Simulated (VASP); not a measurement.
# CdS (F-43m) in VASP: a series of runs, part 2 of 2

VASP 6.6.1. The steps go on from the part before.

## Step 3: Single point, PBEsol (strained)

Input file INCAR:

```
SYSTEM = CdS
PREC = Accurate ; ENCUT = 520
EDIFF = 1E-7 ; ISMEAR = 0
SIGMA = 0.02 ; LREAL = .False.
LASPH = .True. ; NELM = 100
ALGO = Normal ; ISIF = 2
LWAVE = .False. ; LCHARG = .True.
GGA = PS ; LELF = .True.
LVHAR = .True. ; NBANDS = 16
```

Input file KPOINTS:

```
regular mesh
0
Gamma
  8 8 8
  0 0 0
```

Input file POSCAR:

```
CdS
1.0
    0.0000000000      2.7974703000      2.7974703000
    2.7974703000      0.0000000000      2.7974703000
    2.7974703000      2.7974703000      0.0000000000
Cd S
1 1
Direct
    0.0000000000      0.0000000000      0.0000000000
    0.7500000000      0.7500000000      0.7500000000
```

Potentials or basis: VASP PAW PBE potentials, release 64 (Cd, S).

The run is started by

```console
$ cat potpaw_PBE.64/Cd/POTCAR potpaw_PBE.64/S/POTCAR > POTCAR
$ mpirun -np 1 vasp_std > vasp.out
```

OUTCAR:

```text
SYSTEM = CdS
   PREC = Accurate
   ENCUT = 520
   EDIFF = 1E-7
   ISMEAR = 0
   LREAL = .False.
   LASPH = .True.
   NELM = 100
   ISIF = 2
   GGA = PS

 ion  position               nearest neighbor table
   1  0.000  0.000  0.000-   2 2.42   2 2.42   2 2.42   2 2.42
   2  0.750  0.750  0.750-   1 2.42   1 2.42   1 2.42   1 2.42

  LATTYP: Found a face centered cubic cell.
 ALAT       =     5.5949406000

  Lattice vectors:

 A1 = (   0.0000000000,   2.7974703000,   2.7974703000)
 A2 = (   2.7974703000,   0.0000000000,   2.7974703000)
 A3 = (   2.7974703000,   2.7974703000,   0.0000000000)

Analysis of symmetry for initial positions (statically):
=====================================================================
 Subroutine PRICEL returns:
 Original cell was already a primitive cell.

 Routine SETGRP: Setting up the symmetry group for a
 face centered cubic supercell.

 Subroutine GETGRP returns: Found 24 space group operations
 (whereof 24 operations were pure point group operations)
 out of a pool of 48 trial point group operations.

The static configuration has the point symmetry T_d .

Analysis of symmetry for dynamics (positions and initial velocities):
=====================================================================
 Subroutine PRICEL returns:
 Original cell was already a primitive cell.

 Routine SETGRP: Setting up the symmetry group for a
 face centered cubic supercell.

 Subroutine GETGRP returns: Found 24 space group operations
 (whereof 24 operations were pure point group operations)
 out of a pool of 48 trial point group operations.

The dynamic configuration has the point symmetry T_d .

 Subroutine INISYM returns: Found 24 space group operations
 (whereof 24 operations are pure point group operations),
 and found     1 'primitive' translations

----------------------------------------------------------------------------------------

                                     Primitive cell

  volume of cell :      43.7851

  direct lattice vectors                    reciprocal lattice vectors
     0.000000000  2.797470300  2.797470300    -0.178732907  0.178732907  0.178732907
     2.797470300  0.000000000  2.797470300     0.178732907 -0.178732907  0.178732907
     2.797470300  2.797470300  0.000000000     0.178732907  0.178732907 -0.178732907

  length of vectors
     3.956220439  3.956220439  3.956220439     0.309574477  0.309574477  0.309574477

  position of ions in fractional coordinates (direct lattice)
     0.000000000  0.000000000  0.000000000
     0.750000000  0.750000000  0.750000000

  ion indices of the primitive-cell ions
   primitive index   ion index
                 1           1
                 2           2

----------------------------------------------------------------------------------------

 KPOINTS: regular mesh

Automatic generation of k-mesh.
 Grid dimensions read from file:
 generate k-points for:    8    8    8

 Generating k-lattice:

  Cartesian coordinates                     Fractional coordinates (reciprocal lattice)
    -0.022341613  0.022341613  0.022341613     0.125000000  0.000000000  0.000000000
     0.022341613 -0.022341613  0.022341613     0.000000000  0.125000000  0.000000000
     0.022341613  0.022341613 -0.022341613     0.000000000  0.000000000  0.125000000

  Length of vectors
     0.038696810  0.038696810  0.038696810

  Shift w.r.t. Gamma in fractional coordinates (k-lattice)
     0.000000000  0.000000000  0.000000000

 Subroutine IBZKPT returns following result:
 ===========================================

 Found     29 irreducible k-points:

 Following reciprocal coordinates:
            Coordinates               Weight
  0.000000  0.000000  0.000000      1.000000
  0.125000  0.000000  0.000000      8.000000
  0.250000  0.000000  0.000000      8.000000
  0.375000  0.000000  0.000000      8.000000
  0.500000  0.000000  0.000000      4.000000
  0.125000  0.125000  0.000000      6.000000
[... 16 lines left out ...]
  0.500000  0.250000  0.125000     48.000000
 -0.375000  0.250000  0.125000     24.000000
 [... further k-points ...]
   k-points           NKPTS =     29   k-points in BZ     NKDIM =     29   number of bands    NBANDS=     16
   number of dos      NEDOS =    301   number of ions     NIONS =      2
   total plane-waves  NPLWV =  27000
   dimension x,y,z NGX =    30 NGY =   30 NGZ =   30
   dimension x,y,z NGXF=    60 NGYF=   60 NGZF=   60
   ions per type =               1   1
   NGX,Y,Z   is equivalent  to a cutoff of  12.61, 12.61, 12.61 a.u.
   NGXF,Y,Z  is equivalent  to a cutoff of  25.21, 25.21, 25.21 a.u.
 SYSTEM =  CdS
   PREC   = accura    normal or accurate (medium, high low for compatibility)
   ISTART =      0    job   : 0-new  1-cont  2-samecut
   ICHARG =      2    charge: 1-file 2-atom 10-const
   ISPIN  =      1    spin polarized calculation?
   LNONCOLLINEAR =      F non collinear calculations
   LSORBIT =      F    spin-orbit coupling
   LASPH  =      T    aspherical Exc in radial PAW
   ENCUT  =  520.0 eV  38.22 Ry    6.18 a.u.   7.36  7.36  7.36*2*pi/ulx,y,z
   NELM   =    100;   NELMIN=  2; NELMDL= -5     # of ELM steps
   EDIFF  = 0.1E-06   stopping-criterion for ELM
   LREAL  =      F    real-space projection
   EDIFFG = 0.1E-05   stopping-criterion for IOM
   NSW    =      0    number of steps for IOM
   IBRION =     -1    ionic relax: 0-MD 1-quasi-New 2-CG
   NFREE  =      0    steps in history (QN), initial steepest desc. (CG)
   ISIF   =      2    stress and relaxation
   ISYM   =      2    0-nonsym 1-usesym 2-fastsym
   POTIM  = 0.5000    time-step for ionic-motion
   TEBEG  =    0.0;   TEEND  =   0.0 temperature during run
   PSTRESS=    0.0 pullay stress
   NELECT =      18.0000    total number of electrons
   NUPDOWN=      -1.0000    fix difference up-down
   EMIN   =  10.00;   EMAX   =-10.00  energy-range for DOS
   EFERMI =   0.00;   METHOD = LEGACY
   ISMEAR =     0;   SIGMA  =   0.02  broadening in eV -4-tet -1-fermi 0-gaus
   EFERMI_NEDOS =   21; number of points for ismear=-14 and -15
   IALGO  =     38    algorithm
   IMIX   =      4    mixing-type and parameters
     AMIX     =   0.40;   BMIX     =  1.00
     AMIX_MAG =   1.60;   BMIX_MAG =  1.00
  volume/ion in A,a.u.               =      21.89       147.74
  Fermi-wavevector in a.u.,A,eV,Ry     =   1.217279  2.300324 20.160685  1.481769
  Thomas-Fermi vector in A             =   2.352605
   LORBIT       =      0    0 simple, 1 ext, 2 COOP (PROOUT), +10 PAW based schemes
   GGA     = PS    functional components
   LHFCALC =     F    Hartree Fock is set to
   AEXX    =    0.0000 exact exchange contribution
   IVDW    =     0    specifies the selected vdW correction
   LEPSILON=     F    determine dielectric tensor
   LRPA    =     F    only Hartree local field effects (RPA)
 non-spin polarized calculation
 Gauss-broadening in eV      SIGMA  =   0.02
  energy-cutoff  :      520.00
  volume of cell :       43.79
 maximum number of plane-waves:      1243
 NGX is ok and might be reduce to    30
   NGX = 15   NGY = 15   NGZ = 15

 number of electron      17.9999996 magnetization

 Free energy of the ion-electron system (eV)
  ---------------------------------------------------
  ext. energy  EPLUGINS =         0.00000000
  ---------------------------------------------------
  free energy    TOTEN  =        -6.64098592 eV

  energy without entropy =       -6.64098592  energy(sigma->0) =       -6.64098592

 E-fermi :   2.4856     XC(G=0):  -9.9785

 val. band max:        2.3885160534   @ k =   0.0000   0.0000   0.0000
 cond. band min:       3.6445113284   @ k =   0.0000   0.0000   0.0000
 fundamental gap:      1.2559952750
 Fermi energy:         2.4855622667

 k-point     1 :       0.0000    0.0000    0.0000
  band No.  band energies     occupation
      1     -10.8660      2.00000
      2      -5.9186      2.00000
      3      -5.9186      2.00000
      4      -5.9186      2.00000
      5      -5.2375      2.00000
      6      -5.2375      2.00000
[... 8 lines left out ...]
     15      14.0064      0.00000
     16      14.2535      0.00000
[... 419 lines left out ...]
 k-point    24 :      -0.3750    0.2500    0.1250
  band No.  band energies     occupation
      1     -10.2100      2.00000
      2      -5.7015      2.00000
      3      -5.6404      2.00000
      4      -5.2865      2.00000
      5      -5.2018      2.00000
      6      -4.5736      2.00000
[... 8 lines left out ...]
     15      14.8654      0.00000
     16      15.9177      0.00000

 [... further k-points ...]

------------------------ aborting loop because EDIFF is reached ----------------------------------------

  FORCE on cell =-STRESS in cart. coord.  units (eV):
  Direction    XX          YY          ZZ          XY          YZ          ZX
  --------------------------------------------------------------------------------------
  -------------------------------------------------------------------------------------
  Total        2.8517713      2.8517713      2.8517713      0.0000000      0.0000000     -0.0000000
  in kB      104.3515328    104.3515328    104.3515328      0.0000000      0.0000000     -0.0000000
  external PRESSURE =     104.3515328 kB  Pullay stress =       0.0000000 kB

 VOLUME and BASIS-vectors are now :
 -----------------------------------------------------------------------------
  energy-cutoff  :      520.00
  volume of cell :       43.79
      direct lattice vectors                 reciprocal lattice vectors
     0.000000000  2.797470300  2.797470300    -0.178732907  0.178732907  0.178732907
     2.797470300  0.000000000  2.797470300     0.178732907 -0.178732907  0.178732907
     2.797470300  2.797470300  0.000000000     0.178732907  0.178732907 -0.178732907

 POSITION                                       TOTAL-FORCE (eV/Angst)
 -----------------------------------------------------------------------------------
      0.00000      0.00000      0.00000        -0.000000     -0.000000     -0.000000
      4.19621      4.19621      4.19621         0.000000      0.000000      0.000000
 -----------------------------------------------------------------------------------
    total drift:                                0.000000      0.000000      0.000000

  FREE ENERGIE OF THE ION-ELECTRON SYSTEM (eV)
  ---------------------------------------------------
  free  energy   TOTEN  =        -6.6409859160 eV

  energy  without entropy=       -6.6409859160  energy(sigma->0) =       -6.64098592
```

Wall time 36 s (1 thread of AMD EPYC 7R43 (Zen 3), shared host); peak memory 0.13 GiB.

What came out:

| Property | Result |
| --- | --- |
| Free energy | -6.6410 eV |
| Pressure | 10.4 GPa |
| Band gap on the k mesh | 1.26 eV, direct |

Caveat: the cell differs from its parent crystal (strained); the PAW data sets were made with another functional, which shifts forces and pressure a little.

## Step 4: Single point, PBEsol (strained)

Input file INCAR:

```
PREC     = Accurate       # precision mode
ENCUT    = 520            # plane-wave cutoff, eV
EDIFF    = 1E-6           # SCF threshold, eV
ISMEAR   = 0              # smearing method
SIGMA    = 0.02           # smearing width, eV
LREAL    = F              # projectors in reciprocal space
LASPH    = T              # aspherical terms in the spheres
NELM     = 80             # most SCF steps
ALGO     = Normal         # electronic algorithm
ISIF     = 2              # what is computed and relaxed
LWAVE    = F              # write WAVECAR
LCHARG   = T              # write CHGCAR
GGA      = PS             # functional
LELF     = T              # ELF
LVHAR    = T            
NBANDS   = 16             # bands
```

Input file KPOINTS:

```
regular mesh
0
Gamma
  8 8 8
```

Input file POSCAR:

```
CdS
1.0
    0.0000000000      2.9959323000      2.9959323000
    2.9959323000      0.0000000000      2.9959323000
    2.9959323000      2.9959323000      0.0000000000
Cd S
1 1
Direct
    0.0000000000      0.0000000000      0.0000000000
    0.7500000000      0.7500000000      0.7500000000
```

The run is started by

```console
$ cat potpaw_PBE.64/Cd/POTCAR potpaw_PBE.64/S/POTCAR > POTCAR
$ mpirun -np 1 vasp_std > vasp.out
```

Wall time 51 s (1 thread of AMD EPYC 7R43 (Zen 3), shared host); peak memory 0.14 GiB.

Results (log left out):

| Item | Value |
| --- | --- |
| Free energy | -6.7593 eV |
| Pressure | -4.0 GPa |
| Band gap on the k mesh | 0.84 eV, direct |

Levels at points of the mesh, in eV from the valence-band top:
```tsv
k point	band 7	band 8	band 9	band 10	band 11	band 12
(0.00, 0.00, 0.00)	0.00	0.00	0.00	0.84	6.45	6.45
(0.50, 0.00, 0.00)	-4.01	-0.65	-0.65	2.77	6.90	6.90
(0.50, 0.50, 0.00)	-3.67	-1.65	-1.65	3.52	4.13	8.75
```

Caveat: the cell differs from its parent crystal (strained); the PAW data sets were made with another functional, which shifts forces and pressure a little.

## Step 5: Summary

| cell | gap on the mesh (eV) | pressure (GPa) |
| --- | --- | --- |
| a = 4.186 Å, angles 60.0°, 2 atoms | 0.91 | -2.4 |
| a = 3.956 Å, angles 60.0°, 2 atoms | 1.26 | 10.4 |
| a = 4.237 Å, angles 60.0°, 2 atoms | 0.84 | -4.0 |

Alike in all rows: task single point; level PBEsol; potentials or basis VASP PAW PBE potentials, release 64 (Cd, S); no spin polarisation; k mesh 8 × 8 × 8; cutoff (eV) 520; smearing gaussian 0.02 eV.

Caveats: the PAW data sets were made with another functional, which shifts forces and pressure a little.

Total energies depend on the potentials used, so only differences within one code and one set of settings carry meaning.
